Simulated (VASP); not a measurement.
Wanted: the native input for a VASP 6.6.1 run.

```
Task                               : single point
Functional                         : HSE06
Potentials or basis                : VASP PAW PBE potentials, release 64 (Ba_sv, Zr_sv, O)
Cutoff                             : 520 eV
k mesh                             : 4 × 4 × 4
Occupations                        : gaussian, width 0.01 eV
Spin                               : no spin polarisation
Dipole correction                  : no
Grid for exact exchange (PRECFOCK) : Fast
Further INCAR settings             : ALGO = Normal; EDIFF = 1e-07; NBANDS = 28
Share of exact exchange            : 0.25
Screening parameter                : 0.2079 1/Å
```

BaZrO3:

```
CELL_PARAMETERS angstrom
4.19134 0.00000 0.00000
0.00000 4.19134 0.00000
0.00000 0.00000 4.19134
ATOMIC_POSITIONS crystal
Ba 0.00000 0.00000 0.00000
Zr 0.50000 0.50000 0.50000
O 0.50000 0.50000 0.00000
O 0.50000 0.00000 0.50000
O 0.00000 0.50000 0.50000
```

The input as run:

POSCAR

```
BaZrO3
1.0
    4.1913400000      0.0000000000      0.0000000000
    0.0000000000      4.1913400000      0.0000000000
    0.0000000000      0.0000000000      4.1913400000
Ba Zr O
1 1 3
Direct
    0.0000000000      0.0000000000      0.0000000000
    0.5000000000      0.5000000000      0.5000000000
    0.5000000000      0.5000000000      0.0000000000
    0.5000000000      0.0000000000      0.5000000000
    0.0000000000      0.5000000000      0.5000000000
```

INCAR.step1

```
PREC = Accurate
ENCUT = 520
EDIFF = 1E-5
ISMEAR = 0
SIGMA = 0.01
LREAL = F
LASPH = T
NELM = 100
ALGO = Normal
ISIF = 2
LWAVE = T
GGA = PE
NBANDS = 28
```

INCAR.step2

```
PREC = Accurate
ENCUT = 520
EDIFF = 1E-7
ISMEAR = 0
SIGMA = 0.01
LREAL = F
LASPH = T
NELM = 100
ALGO = Normal
ISIF = 2
LWAVE = F
LCHARG = T
GGA = PE
LHFCALC = T
HFSCREEN = 0.2079
PRECFOCK = Fast
LELF = T
LVHAR = T
ISTART = 1
NBANDS = 28
```

KPOINTS

```
regular mesh
0
Gamma
  4 4 4
```

Potentials or basis: VASP PAW PBE potentials, release 64 (Ba_sv, Zr_sv, O).

Command:

```console
$ cat potpaw_PBE.64/Ba_sv/POTCAR potpaw_PBE.64/Zr_sv/POTCAR potpaw_PBE.64/O/POTCAR > POTCAR
$ cp INCAR.step1 INCAR
$ mpirun -np 1 vasp_std > vasp.out
$ cp INCAR.step2 INCAR
$ mpirun -np 1 vasp_std > vasp.out
```

Results of the run:

```json
{
 "Pressure": "1.2 GPa",
 "Band gap on the k mesh": "4.67 eV (least direct gap 4.96 eV)"
}
```

Caveat: the PAW data sets were made with another functional, which shifts forces and pressure a little; spin-orbit coupling is left out, which moves the levels of the heavy elements.

Wall time 22 min on 1 thread of Intel(R) Xeon(R) Platinum 8259CL CPU @ 2.50GHz (Skylake/Cascade Lake) (shared host), peak memory 0.3 GiB.
